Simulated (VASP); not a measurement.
Runs of VASP 6.6.1 on Sb. The structure is that of space group I4/mmm (No. 139), or close to it. The cells are those of the table. 

| task | cell | gap on the mesh (eV) | pressure (GPa) |
| --- | --- | --- | --- |
| single point | a = 3.282, b = 3.282, c = 3.300 Å, angles 125.6, 125.6, 81.8°, 1 atom | none | 15.4 |
| single point | a = 3.249 Å, angles 124.8, 124.8, 81.8°, 1 atom | none | 16.6 |
| single point | a = 3.241 Å, angles 125.9, 125.9, 80.1°, 1 atom | none | (a) |
| single point | a = 3.261, b = 3.261, c = 3.252 Å, angles 125.0, 125.0, 81.0°, 1 atom | none | 15.5 |
| electric field gradients | a = 3.275, b = 3.275, c = 3.284 Å, angles 125.4, 125.4, 81.6°, 1 atom | none | 15.4 |
| single point | a = 3.275, b = 3.275, c = 3.284 Å, angles 125.4, 125.4, 81.6°, 1 atom | none | 15.4 |
| electric field gradients | a = 3.261, b = 3.261, c = 3.252 Å, angles 125.0, 125.0, 81.0°, 1 atom | none | 15.5 |

Alike in all rows: level PBEsol; potentials or basis VASP PAW PBE potentials, release 64 (Sb); no spin polarisation; k mesh 13 × 13 × 15; cutoff (eV) 520; smearing fermi-dirac 0.03 eV.

Q: Fill in the values left out.

A: (a) 21.5.

Caveats: the cell stands under pressure; the PAW data sets were made with another functional, which shifts forces and pressure a little; spin-orbit coupling is left out, which moves the levels of the heavy elements.

A k mesh can miss the band edges, and the runs leave out spin-orbit coupling on Sb.

A gap of «none» marks levels without a gap at the run's occupations.
